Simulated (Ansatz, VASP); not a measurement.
**Na2Ag in VASP and in Ansatz**

```
Na Ag
1.0
     5.18266    0.00000    0.00000
    -2.59133    4.48831    0.00000
     0.00000    0.00000    3.11419
Na Ag
2 1
Direct
  0.33333 0.66667 0.50000
  0.66667 0.33333 0.50000
  0.00000 0.00000 0.00000
```

Alike in both runs: functional PBE; k mesh 5 × 5 × 5; no spin polarisation.

Ansatz relaxed the structure, and its values are those at the end. VASP's run is a single point on that final structure, the one shown.

|  | VASP | Ansatz |
| --- | --- | --- |
| version | VASP 6.6.1 | Ansatz 0.2.0 |
| potentials or method | VASP PAW PBE potentials, release 64 (Na_pv, Ag), cutoff 500 eV | PAW plane waves |
| occupations | fermi-dirac, width 0.1 eV | fermi-dirac |
| valence electrons in the cell | 25 | 37 |

```csv
,VASP,Ansatz,Ansatz less VASP
gap on the k mesh at the Fermi level (eV),none,none,-
pressure (GPa),0.0,0.0,+0.04
```

A gap of «none» marks a metal or a gap that the smearing closes. VASP's potentials hold 25 valence electrons a cell and Ansatz's 37, so a difference there can come from the potentials and not from the codes. Ansatz's warnings: structure snapped to symmetry.

The k mesh is coarse, so the values compare programs but aren't converged.
